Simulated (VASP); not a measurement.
# Ba (Im-3m) in VASP: notebook, part 2 of 2

VASP 6.6.1. The steps go on from the part before.

## Step 4: Single point, HSE06

This run uses another cell than the first one, of 60.09 Å³/atom.

The input, POSCAR:

```
Ba
1.0
   -2.4674494070      2.4674494070      2.4674494070
    2.4674494070     -2.4674494070      2.4674494070
    2.4674494070      2.4674494070     -2.4674494070
Ba
1
Direct
    0.0000000000      0.0000000000      0.0000000000
```

The input, INCAR.step1:

```
SYSTEM = Ba
PREC = Accurate
ENCUT = 400
EDIFF = 1E-5
ISMEAR = -1
SIGMA = 0.1
LREAL = .FALSE.
LASPH = .TRUE.
NELM = 120
ALGO = Normal
ISIF = 2
LWAVE = .TRUE.
LCHARG = .FALSE.
GGA = PE
NBANDS = 11
GGA_COMPAT = .FALSE.
```

The input, INCAR.step2:

```
SYSTEM = Ba
PREC = Accurate
ENCUT = 400
EDIFF = 1E-6
ISMEAR = -1
SIGMA = 0.1
LREAL = .FALSE.
LASPH = .TRUE.
NELM = 120
ALGO = Normal
ISIF = 2
LWAVE = .FALSE.
LCHARG = .FALSE.
GGA = PE
LHFCALC = .TRUE.
HFSCREEN = 0.2079
PRECFOCK = Normal
ISTART = 1
NBANDS = 11
GGA_COMPAT = .FALSE.
```

The input, KPOINTS:

```
regular mesh
0
G
  6 6 6
  0 0 0
```

Potentials or basis: VASP PAW PBE potentials, release 64 (Ba_sv).

On the command line:

```
$ cat potpaw_PBE.64/Ba_sv/POTCAR > POTCAR
$ cp INCAR.step1 INCAR
$ mpirun -np 1 vasp_std > vasp.out
$ cp INCAR.step2 INCAR
$ mpirun -np 1 vasp_std > vasp.out
```

OUTCAR:

```text
SYSTEM = Ba
   PREC = Accurate
   ENCUT = 400
   EDIFF = 1E-6
   ISMEAR = -1
   LREAL = .FALSE.
   LASPH = .TRUE.
   NELM = 120
   ISIF = 2
   GGA = PE
   LHFCALC = .TRUE.
   HFSCREEN = 0.2079
   PRECFOCK = Normal
   ISTART = 1

 ion  position               nearest neighbor table
   1  0.000  0.000  0.000-

  LATTYP: Found a body centered cubic cell.
 ALAT       =     4.9348988140

  Lattice vectors:

 A1 = (  -2.4674494070,   2.4674494070,   2.4674494070)
 A2 = (   2.4674494070,  -2.4674494070,   2.4674494070)
 A3 = (   2.4674494070,   2.4674494070,  -2.4674494070)

Analysis of symmetry for initial positions (statically):
=====================================================================
 Subroutine PRICEL returns:
 Original cell was already a primitive cell.

 Routine SETGRP: Setting up the symmetry group for a
 body centered cubic supercell.

 Subroutine GETGRP returns: Found 48 space group operations
 (whereof 48 operations were pure point group operations)
 out of a pool of 48 trial point group operations.

[... 162 lines left out ...]
 fundamental gap:      0.1073257788
 Fermi energy:         1.9391643539

 k-point     1 :       0.0000    0.0000    0.0000
  band No.  band energies     occupation
      1     -29.3608      2.00000
      2     -13.1953      2.00000
      3     -13.1953      2.00000
      4     -13.1953      2.00000
      5      -1.4630      2.00000
      6       4.2148      0.00000
      7       4.2148      0.00000
      8       4.2148      0.00000
      9       5.7053      0.00000
     10       5.7053      0.00000
     11       9.3762      0.00000
[... 197 lines left out ...]
 k-point    16 :       0.5000    0.5000    0.5000
  band No.  band energies     occupation
      1     -29.2577      2.00000
      2     -13.5864      2.00000
      3     -13.5864      2.00000
      4     -13.5864      2.00000
      5       1.1979      1.99879
      6       1.1979      1.99879
      7       6.7863      0.00000
      8       6.7863      0.00000
      9       6.7863      0.00000
     10       7.4683      0.00000
     11       7.4683      0.00000

------------------------ aborting loop because EDIFF is reached ----------------------------------------

  FORCE on cell =-STRESS in cart. coord.  units (eV):
  Direction    XX          YY          ZZ          XY          YZ          ZX
  --------------------------------------------------------------------------------------
  -------------------------------------------------------------------------------------
  Total        0.4338020      0.4338020      0.4338020      0.0000000      0.0000000      0.0000000
  in kB       11.5663790     11.5663790     11.5663790      0.0000000      0.0000000      0.0000000
  external PRESSURE =      11.5663790 kB  Pullay stress =       0.0000000 kB

 VOLUME and BASIS-vectors are now :
 -----------------------------------------------------------------------------
  energy-cutoff  :      400.00
  volume of cell :       60.09
      direct lattice vectors                 reciprocal lattice vectors
    -2.467449407  2.467449407  2.467449407     0.000000000  0.202638400  0.202638400
     2.467449407 -2.467449407  2.467449407     0.202638400  0.000000000  0.202638400
     2.467449407  2.467449407 -2.467449407     0.202638400  0.202638400  0.000000000

 POSITION                                       TOTAL-FORCE (eV/Angst)
 -----------------------------------------------------------------------------------
      0.00000      0.00000      0.00000        -0.000000      0.000000      0.000000
 -----------------------------------------------------------------------------------
    total drift:                               -0.000000     -0.000000      0.000000

  FREE ENERGIE OF THE ION-ELECTRON SYSTEM (eV)
  ---------------------------------------------------
  free  energy   TOTEN  =        -1.8019772458 eV

  energy  without entropy=       -1.7646350465  energy(sigma->0) =       -1.78330615
```

Run time: 14 min. Hardware: 1 thread of Intel Xeon Platinum 8259CL at 2.50GHz (Skylake/Cascade Lake), shared host; peak memory 0.27 GiB.

Results:

| Property | Result |
| --- | --- |
| Free energy | -1.8020 eV |
| Pressure | 1.2 GPa |
| Band gap on the k mesh | zero (bands 5 and 6 overlap by 0.96 eV) |

Caveat: the PAW data sets were made with another functional, which shifts forces and pressure a little; spin-orbit coupling is left out, which moves the levels of the heavy elements.

## Step 5: The runs side by side

| cell | cutoff (eV) | gap on the mesh (eV) | pressure (GPa) |
| --- | --- | --- | --- |
| a = 4.318 Å, angles 109.5°, 1 atom | 520 | none | 0.8 |
| a = 4.362 Å, angles 109.5°, 1 atom | 520 | none | 0.5 |
| a = 4.274 Å, angles 109.5°, 1 atom | 400 | none | 1.2 |

Alike in all rows: task single point; level HSE06; potentials or basis VASP PAW PBE potentials, release 64 (Ba_sv); no spin polarisation; k mesh 6 × 6 × 6; smearing fermi-dirac 0.1 eV.

Caveats: the PAW data sets were made with another functional, which shifts forces and pressure a little; spin-orbit coupling is left out, which moves the levels of the heavy elements.

Total energies depend on the potentials used, so only differences within one code and one set of settings carry meaning.
